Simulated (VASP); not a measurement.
# WC (P1) in VASP: further runs

The runs below take WC through single point, with PBEsol.

Everything below comes from runs of VASP 6.6.1. Logs are shortened: lines on timing, memory, paths and dates and some standing lists are left out, and cuts for length are marked.

### Step 1. The cell of the first run

The typed cell holds 16 atoms: a = 5.916 Å, b = 5.123 Å, c = 5.774 Å, α = 90.00°, β = 90.00°, γ = 90.00°.

### Step 2. Single point, PBEsol

File INCAR:

```
PREC     = Accurate       # precision mode
ENCUT    = 520            # plane-wave cutoff, eV
EDIFF    = 1E-7           # SCF threshold, eV
ISMEAR   = -1             # smearing method
SIGMA    = 0.24           # smearing width, eV
LREAL    = Auto         
LASPH    = True           # aspherical terms in the spheres
NELM     = 60             # most SCF steps
ALGO     = Normal         # electronic algorithm
ISIF     = 2              # what is computed and relaxed
LWAVE    = False          # write WAVECAR
LCHARG   = False          # write CHGCAR
GGA      = PS             # functional
NBANDS   = 86             # bands
```

File KPOINTS:

```
Automatic mesh
0
Gamma
  2 2 2
```

File POSCAR:

```
WC
1.0
   -2.9578120000     -5.1230800000      0.0000000000
    4.4367180000     -2.5615400000      0.0000000000
    0.0000000000      0.0000000000      5.7742360000
W C
8 8
Direct
    0.7310921400      0.5636673561     -0.0640084680
    0.7423337862      0.5220939850      0.4413224537
    0.5386297234      0.0567458782     -0.0151015650
    0.4987274659      0.0026465697      0.4441799746
    0.2489257714      0.5466373193     -0.0614453583
    0.2522022883      0.4978831097      0.4336158065
   -0.0039176699      0.0497242036     -0.0239858572
    0.0150318763      0.0331013745      0.4685121980
    0.5250605505      0.6725535400      0.2022258875
    0.4608546369      0.6962627274      0.6921608331
    0.2484309058      0.1584080652      0.2114219093
    0.2473942411      0.2168146939      0.6941870751
   -0.0062558186      0.6723881177      0.1556223196
   -0.0237117877      0.7111258795      0.6720196403
    0.7476567774      0.2117845191      0.2239430463
    0.7690631064      0.1719388262      0.7118863864
```

Potentials or basis: VASP PAW PBE potentials, release 64 (W_sv, C).

Run with:

```console
cat potpaw_PBE.64/W_sv/POTCAR potpaw_PBE.64/C/POTCAR > POTCAR
mpirun -np 1 vasp_std > vasp.out
```

OUTCAR:

```text
PREC = Accurate
   ENCUT = 520
   EDIFF = 1E-7
   ISMEAR = -1
   LREAL = Auto
   LASPH = True
   NELM = 60
   ISIF = 2
   GGA = PS

 ion  position               nearest neighbor table
   1  0.731  0.564  0.936-   9 2.04  13 2.08  14 2.24  10 2.24  16 2.40  15 2.45   3 2.79   3 2.85
                             5 2.85   2 2.87   2 2.93   7 2.95   5 3.06   7 3.07
   2  0.742  0.522  0.441-  15 2.03   9 2.04  14 2.15  13 2.35  10 2.38  16 2.38   4 2.85   1 2.87
                             6 2.90   1 2.93   8 2.98   6 3.02   4 3.03   8 3.08
   3  0.539  0.057  0.985-  15 2.02  16 2.17  11 2.22   9 2.34  12 2.54  10 2.55   4 2.68   7 2.71
                             1 2.79   1 2.85   5 3.05   5 3.14   4 3.14   7 3.21
   4  0.499  0.003  0.444-  10 2.14  11 2.15   9 2.20  15 2.22  12 2.34  16 2.39   3 2.68   2 2.85
                             8 2.87   6 2.93   6 2.97   2 3.03   8 3.06   3 3.14
   5  0.249  0.547  0.939-  10 2.05  13 2.07  12 2.20   9 2.32  14 2.38  11 2.54   1 2.85   6 2.87
                             6 2.93   7 2.96   7 2.99   3 3.05   1 3.06   3 3.14
   6  0.252  0.498  0.434-  12 2.08  11 2.16  10 2.19   9 2.28  13 2.39  14 2.40   8 2.77   5 2.87
                             2 2.90   5 2.93   4 2.93   4 2.97   2 3.02   8 3.09
   7  0.996  0.050  0.976-  11 2.09  16 2.13  13 2.19  15 2.21  12 2.36  14 2.47   3 2.71   8 2.85
                             8 2.93   1 2.95   5 2.96   5 2.99   1 3.07   3 3.21
   8  0.015  0.033  0.469-  14 2.04  12 2.12  11 2.13  16 2.14  15 2.31  13 2.59   6 2.77   7 2.85
                             4 2.87   7 2.93   2 2.98   4 3.06   2 3.08   6 3.09
   9  0.525  0.673  0.202-   2 2.04   1 2.04   4 2.20   6 2.28   5 2.32   3 2.34
  10  0.461  0.696  0.692-   5 2.05   4 2.14   6 2.19   1 2.24   2 2.38   3 2.55
  11  0.248  0.158  0.211-   7 2.09   8 2.13   4 2.15   6 2.16   3 2.22   5 2.54
  12  0.247  0.217  0.694-   6 2.08   8 2.12   5 2.20   4 2.34   7 2.36   3 2.54
  13  0.994  0.672  0.156-   5 2.07   1 2.08   7 2.19   2 2.35   6 2.39   8 2.59
  14  0.976  0.711  0.672-   8 2.04   2 2.15   1 2.24   5 2.38   6 2.40   7 2.47
  15  0.748  0.212  0.224-   3 2.02   2 2.03   7 2.21   4 2.22   8 2.31   1 2.45
  16  0.769  0.172  0.712-   7 2.13   8 2.14   3 2.17   2 2.38   4 2.39   1 2.40

  LATTYP: Found a simple orthorhombic cell.
 ALAT       =     5.1230804974
 B/A-ratio  =     1.1271023367
 C/A-ratio  =     1.1547004636

  Lattice vectors:

 A1 = (   4.4367180000,  -2.5615400000,   0.0000000000)
 A2 = (   0.0000000000,   0.0000000000,   5.7742360000)
 A3 = (  -2.9578120000,  -5.1230800000,   0.0000000000)

Analysis of symmetry for initial positions (statically):
=====================================================================
 Subroutine PRICEL returns:
 Original cell was already a primitive cell.

[... 142 lines left out ...]
   PSTRESS=    0.0 pullay stress
   NELECT =     144.0000    total number of electrons
   NUPDOWN=      -1.0000    fix difference up-down
   EMIN   =  10.00;   EMAX   =-10.00  energy-range for DOS
   EFERMI =   0.00;   METHOD = LEGACY
   ISMEAR =    -1;   SIGMA  =   0.24  broadening in eV -4-tet -1-fermi 0-gaus
   EFERMI_NEDOS =   21; number of points for ismear=-14 and -15
   IALGO  =     38    algorithm
   IMIX   =      4    mixing-type and parameters
     AMIX     =   0.40;   BMIX     =  1.00
     AMIX_MAG =   1.60;   BMIX_MAG =  1.00
  volume/ion in A,a.u.               =      10.94        73.81
  Fermi-wavevector in a.u.,A,eV,Ry     =   1.534100  2.899028 32.020793  2.353462
  Thomas-Fermi vector in A             =   2.641075
   LORBIT       =      0    0 simple, 1 ext, 2 COOP (PROOUT), +10 PAW based schemes
   GGA     = PS    functional components
   LHFCALC =     F    Hartree Fock is set to
   AEXX    =    0.0000 exact exchange contribution
   IVDW    =     0    specifies the selected vdW correction
   LEPSILON=     F    determine dielectric tensor
   LRPA    =     F    only Hartree local field effects (RPA)
 non-spin polarized calculation
  energy-cutoff  :      520.00
  volume of cell :      175.00
 maximum number of plane-waves:      4752
 NGX is ok and might be reduce to    48
   NGX = 21   NGY = 19   NGZ = 21

 number of electron     144.0000004 magnetization

 Free energy of the ion-electron system (eV)
  ---------------------------------------------------
  ext. energy  EPLUGINS =         0.00000000
  ---------------------------------------------------
  free energy    TOTEN  =      -185.32225294 eV

  energy without entropy =     -184.45729299  energy(sigma->0) =     -184.88977296

 E-fermi :  10.5787     XC(G=0): -13.6024

 val. band max:       10.5482100330   @ k =   0.0000   0.0000   0.5000
 cond. band min:      10.6688961018   @ k =  -0.0000   0.5000   0.0000
 fundamental gap:      0.1206860689
 Fermi energy:        10.5787017350

 k-point     1 :       0.0000    0.0000    0.0000
  band No.  band energies     occupation
      1     -63.8031      2.00000
      2     -63.7593      2.00000
      3     -63.7138      2.00000
      4     -63.6701      2.00000
      5     -63.6267      2.00000
      6     -63.6070      2.00000
[... 685 lines left out ...]
     83      13.9416      0.00000
     84      14.1197      0.00000
 [bands above 84 left out]

------------------------ aborting loop because EDIFF is reached ----------------------------------------

  FORCE on cell =-STRESS in cart. coord.  units (eV):
  Direction    XX          YY          ZZ          XY          YZ          ZX
  --------------------------------------------------------------------------------------
  -------------------------------------------------------------------------------------
  Total       -8.3012397     -5.8609433     -8.4712523     -1.5615619     -0.4882170     -0.4192478
  in kB      -76.0024003    -53.6601487    -77.5589582    -14.2969555     -4.4698945     -3.8384437
  external PRESSURE =     -69.0738357 kB  Pullay stress =       0.0000000 kB

 VOLUME and BASIS-vectors are now :
 -----------------------------------------------------------------------------
  energy-cutoff  :      520.00
  volume of cell :      175.00
      direct lattice vectors                 reciprocal lattice vectors
    -2.957812000 -5.123080000  0.000000000    -0.084521937 -0.146396308  0.000000000
     4.436718000 -2.561540000  0.000000000     0.169043874 -0.097597539  0.000000000
     0.000000000  0.000000000  5.774236000     0.000000000  0.000000000  0.173183084

 POSITION                                       TOTAL-FORCE (eV/Angst)
 -----------------------------------------------------------------------------------
      0.33840     -5.18930      5.40464        -3.775965     -0.587424     -0.537373
      0.12070     -5.14040      2.54830        -0.265132     -1.242921      2.254871
     -1.34140     -2.90480      5.68704         0.444219      4.746780     -4.440808
     -1.46340     -2.56180      2.56480         1.613277     -1.312568      2.772092
      1.68900     -2.67550      5.41944        -1.339183      1.341746      0.114682
      1.46300     -2.56740      2.50380         3.594934     -1.032004      0.894562
[... 8 lines left out ...]
     -1.27180     -4.37280      1.29310        -2.079765     -0.430340     -0.765430
     -1.51190     -4.38040      4.11060         2.817311      0.507202     -0.615539
 -----------------------------------------------------------------------------------
    total drift:                                0.004758     -0.023422      0.003295

  FREE ENERGIE OF THE ION-ELECTRON SYSTEM (eV)
  ---------------------------------------------------
  free  energy   TOTEN  =      -185.3222529370 eV

  energy  without entropy=     -184.4572929922  energy(sigma->0) =     -184.88977296
```

OSZICAR:

```text
N       E                     dE             d eps       ncg     rms          rms(c)
DAV:   1     0.190355171797E+04    0.19036E+04   -0.78547E+04  1376   0.191E+03
DAV:   2    -0.128168900828E+02   -0.19164E+04   -0.18569E+04  1376   0.609E+02
DAV:   3    -0.199291451534E+03   -0.18647E+03   -0.17591E+03  1632   0.166E+02
DAV:   4    -0.208404089328E+03   -0.91126E+01   -0.88699E+01  1632   0.324E+01
DAV:   5    -0.208685883155E+03   -0.28179E+00   -0.28062E+00  1688   0.545E+00    0.881E+01
DAV:   6    -0.186334717800E+03    0.22351E+02   -0.14254E+02  1722   0.380E+01    0.267E+01
DAV:   7    -0.185581507493E+03    0.75321E+00   -0.95491E+00  1656   0.116E+01    0.145E+01
DAV:   8    -0.185425463531E+03    0.15604E+00   -0.17787E+00  1680   0.845E+00    0.325E+00
DAV:   9    -0.185324032720E+03    0.10143E+00   -0.50392E-01  1704   0.398E+00    0.652E-01
DAV:  10    -0.185323061944E+03    0.97078E-03   -0.55829E-02  1714   0.113E+00    0.375E-01
DAV:  11    -0.185322532952E+03    0.52899E-03   -0.62150E-03  1720   0.434E-01    0.196E-01
DAV:  12    -0.185322276259E+03    0.25669E-03   -0.15253E-03  1768   0.263E-01    0.720E-02
DAV:  13    -0.185322257815E+03    0.18445E-04   -0.38404E-04  1736   0.132E-01    0.285E-02
DAV:  14    -0.185322255695E+03    0.21194E-05   -0.47700E-05  1784   0.443E-02    0.169E-02
DAV:  15    -0.185322253663E+03    0.20324E-05   -0.12464E-05  1768   0.227E-02    0.912E-03
DAV:  16    -0.185322253021E+03    0.64226E-06   -0.32935E-06  1680   0.970E-03    0.340E-03
DAV:  17    -0.185322252937E+03    0.83804E-07   -0.43570E-07  1272   0.392E-03
   1 F= -.18532225E+03 E0= -.18488977E+03  d E =-.864960E+00
```

stdout:

```text
POSCAR found type information on POSCAR W C
 POSCAR found :  2 types and      16 ions
 scaLAPACK will be used
 -----------------------------------------------------------------------------
|                                                                             |
|                                                                             |
|     You enforced a specific xc type in the INCAR file but a different       |
|     I HOPE YOU KNOW WHAT YOU ARE DOING!                                     |
|                                                                             |
 -----------------------------------------------------------------------------

 LDA part: xc-table for (Slater+PW92), standard interpolation
 POSCAR, INCAR and KPOINTS ok, starting setup
 FFT: planning ... GRIDC
 FFT: planning ... GRID_SOFT
 FFT: planning ... GRID
 WAVECAR not read
 entering main loop
```

Wall time 2.7 min (1 thread of Intel Xeon 6975P-C (Granite Rapids), shared host); peak memory 0.33 GiB.

What came out:

- Free energy: -185.3223 eV
- Pressure: -6.9 GPa
- Largest force: 6.515 eV/Å
- Band gap on the k mesh: zero (bands 72 and 73 overlap by 0.24 eV)

Forces on the atoms (eV/Å):
```
W   -3.776 -0.587 -0.537
W   -0.265 -1.243  2.255
W    0.444  4.747 -4.441
W    1.613 -1.313  2.772
W   -1.339  1.342  0.115
W    3.595 -1.032  0.895
W   -2.411 -0.443 -2.455
W    0.410  2.129 -1.635
C    3.073  1.719 -0.329
C   -0.957 -2.388 -0.611
C    1.005 -1.632 -0.371
C   -1.296  0.234  1.368
C    0.917 -1.172  2.710
C   -1.751 -0.439  1.646
C   -2.080 -0.430 -0.765
C    2.817  0.507 -0.616
```

Caveat: the k points lie up to 0.61 Å⁻¹ apart; the atoms stand as in a frame of molecular dynamics; the PAW data sets were made with another functional, which shifts forces and pressure a little; spin-orbit coupling is left out, which moves the levels of the heavy elements.

### Step 3. Single point, PBEsol

This run uses another cell than the first one, of 11.85 Å³/atom.

File INCAR:

```
PREC     = Accurate       # precision mode
ENCUT    = 520            # plane-wave cutoff, eV
EDIFF    = 1E-6           # SCF threshold, eV
ISMEAR   = -1             # smearing method
SIGMA    = 0.24           # smearing width, eV
LREAL    = Auto         
LASPH    = True           # aspherical terms in the spheres
NELM     = 80             # most SCF steps
ALGO     = Normal         # electronic algorithm
ISIF     = 2              # what is computed and relaxed
LWAVE    = False          # write WAVECAR
LCHARG   = True           # write CHGCAR
GGA      = PS             # functional
LELF     = True           # ELF
LVHAR    = True         
NBANDS   = 86             # bands
```

KPOINTS is that of step 2.

File POSCAR:

```
WC
1.0
   -3.0377760000     -5.2615820000      0.0000000000
    4.5566640000     -2.6307910000      0.0000000000
    0.0000000000      0.0000000000      5.9303420000
W C
8 8
Direct
    0.7808069264      0.5054830774     -0.0498959419
    0.7535475017      0.4786195593      0.4633628212
    0.4946154660     -0.0102858162     -0.0067112487
    0.4849275091      0.0227361835      0.5114713452
    0.2638810427      0.4782471339     -0.0010960582
    0.2841085758      0.5068967589      0.4752002498
   -0.0185467247      0.0103714483      0.0128323122
   -0.0131044951      0.0046945483      0.5200543240
    0.5127391686      0.5967713969      0.2557525350
    0.4888141388      0.6571272008      0.7610859542
    0.2555825640      0.1181132905      0.2138831116
    0.2246149828      0.0882509669      0.7395020388
   -0.0059185051      0.6628579389      0.2121462809
    0.0037888543      0.6369812852      0.7569209331
    0.7423820779      0.1350528499      0.2025178312
    0.7521037919      0.1779860987      0.7692473722
```

Potentials or basis: VASP PAW PBE potentials, release 64 (W_sv, C).

Run with:

```console
cat potpaw_PBE.64/W_sv/POTCAR potpaw_PBE.64/C/POTCAR > POTCAR
mpirun -np 1 vasp_std > vasp.out
```

Wall time 2.6 min (1 thread of Intel Xeon 6975P-C (Granite Rapids), shared host); peak memory 0.33 GiB.

The run converged. Its results:

```yaml
Free_energy: -181.3278 eV
Pressure: -23.3 GPa
Largest_force: 6.800 eV/Å
Band_gap_on_the_k_mesh: zero (bands 72 and 73 overlap by 0.15 eV)
```

Forces in eV/Å, atoms in the order of the input:
```
W    1.447  4.258  5.100
W   -0.500 -1.690  2.059
W   -0.639  0.604 -0.869
W   -2.318  0.676 -1.528
W    0.792  0.180 -0.617
W    0.882  3.401  2.742
W   -4.291 -1.059 -2.482
W   -1.549  1.240 -3.102
C    2.321 -1.312 -2.824
C   -0.542 -0.534 -1.466
C    1.817 -0.578  2.215
C    1.509 -3.132  1.142
C   -1.076 -0.327  1.917
C    0.650 -2.656 -3.140
C    2.423 -0.404  3.929
C   -0.927  1.332 -3.077
```

Stress tensor (GPa, compression positive):
```
-23.83   1.36   2.94
  1.36 -21.43   3.18
  2.94   3.18 -24.78
```

Levels at points of the mesh, in eV from the Fermi level:
| k point | band 69 | band 70 | band 71 | band 72 | band 73 | band 74 | band 75 | band 76 |
| --- | --- | --- | --- | --- | --- | --- | --- | --- |
| (0.00, 0.00, 0.00) | -0.79 | -0.65 | -0.53 | 0.23 | 0.45 | 0.58 | 0.76 | 1.29 |
| (0.50, 0.00, 0.00) | -0.72 | -0.48 | -0.29 | -0.15 | 0.08 | 0.10 | 0.37 | 0.47 |
| (0.00, 0.50, 0.00) | -0.65 | -0.48 | -0.43 | -0.12 | 0.70 | 1.08 | 1.22 | 1.32 |
| (0.50, 0.50, 0.00) | -1.39 | -1.20 | -1.06 | -0.70 | 0.51 | 0.65 | 1.04 | 1.25 |
| (0.00, 0.00, 0.50) | -0.86 | -0.75 | -0.36 | -0.17 | 0.17 | 0.37 | 0.68 | 1.10 |
| (0.50, 0.00, 0.50) | -1.01 | -0.93 | -0.86 | -0.58 | 0.16 | 0.27 | 0.46 | 0.59 |
| (0.00, 0.50, 0.50) | -1.14 | -1.07 | -0.84 | -0.67 | 0.41 | 0.53 | 0.67 | 1.08 |
| (0.50, 0.50, 0.50) | -1.31 | -1.22 | -1.04 | -0.91 | 0.90 | 0.98 | 1.23 | 1.26 |

Caveat: the k points lie up to 0.60 Å⁻¹ apart; the PAW data sets were made with another functional, which shifts forces and pressure a little; spin-orbit coupling is left out, which moves the levels of the heavy elements.

The gap in the log of VASP goes by the Fermi energy; the results here count the filled bands.